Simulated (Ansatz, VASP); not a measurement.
# Two plane-wave programs on B3N2

Contents of INCAR:

```
PREC     = Accurate       # precision mode
ENCUT    = 600            # plane-wave cutoff, eV
EDIFF    = 1E-7           # SCF threshold, eV
ISMEAR   = 0              # smearing method
SIGMA    = 0.1            # smearing width, eV
LREAL    = False          # projectors in reciprocal space
LASPH    = True           # aspherical terms in the spheres
NELM     = 80             # most SCF steps
ALGO     = Normal         # electronic algorithm
ISIF     = 3              # what is computed and relaxed
LWAVE    = False          # write WAVECAR
LCHARG   = False          # write CHGCAR
GGA      = PE             # functional
IBRION   = 2              # ionic algorithm
NSW      = 100            # ionic steps
EDIFFG   = -0.01          # ionic threshold
```

KPOINTS

```
regular mesh
0
Gamma
  12 12 6
```

POSCAR

```
B3N2
1.0
    3.3332242036      0.0000000000      0.0000000000
   -1.6666121018      2.8866568369      0.0000000000
    0.0000000000      0.0000000000      8.4460012247
B N
3 2
Direct
    0.5000000000      0.0000000000      0.0000000000
    0.0000000000      0.5000000000      0.0000000000
    0.5000000000      0.5000000000      0.0000000000
    0.0000000000      0.0000000000      0.4347696563
    0.0000000000      0.0000000000      0.5652303437
```

Input for Ansatz:

```yaml
crystal:
  lattice:
    - [3.3332242036, 0.0, 0.0]
    - [-1.6666121018, 2.8866568369, 0.0]
    - [0.0, 0.0, 8.4460012247]
  atoms:
    - { symbol: B, position: [0.5, 0.0, 0.0] }
    - { symbol: B, position: [0.0, 0.5, 0.0] }
    - { symbol: B, position: [0.5, 0.5, 0.0] }
    - { symbol: "N", position: [0.0, 0.0, 0.4347696563] }
    - { symbol: "N", position: [0.0, 0.0, 0.5652303437] }
basis:
  ecutwfc: 420
kpoints:
  mp_grid: { grid: [12, 12, 6] }
hamiltonian:
  xc: pbe
scf:
  occupations: { method: gaussian, width: 0.1 }
output:
  forces: true
  stress: true
  eigenvalues: true
  write_density: true
  write_potential: true
  elf: true
  volumetric_format: npy
relax:
  adjacent_minimum: "off"
  f_tol: 0.01
  max_steps: 80
  cell: { stress_tol: 0.05 }
```

Alike in both runs: task relaxation of cell and atoms; functional PBE; k mesh 12 × 12 × 6; occupations gaussian, width 0.1 eV; no spin polarisation.

```csv
,VASP,Ansatz
version,VASP 6.6.1,Ansatz 0.2.0
potentials or method,"VASP PAW PBE potentials, release 64 (B, N), cutoff 600 eV","scalar-relativistic, plane waves, PAW"
valence electrons in the cell,19,19
```

```csv
,VASP,Ansatz,Ansatz less VASP
"gap on the k mesh at the Fermi level, each at its own relaxed structure (eV)",none,none,-
relaxed volume (Å³/atom),16.36,17.74,+1.376
relaxed cell length with the largest relative difference (Å),8.499,9.202,+0.7033
```

A gap of «none» marks a metal or a gap that the smearing closes. One of these differences is far larger than is usual between the two programs; its cause wasn't traced.

Noted on VASP's run: the standard files for N, O and F lose accuracy on very short bonds.
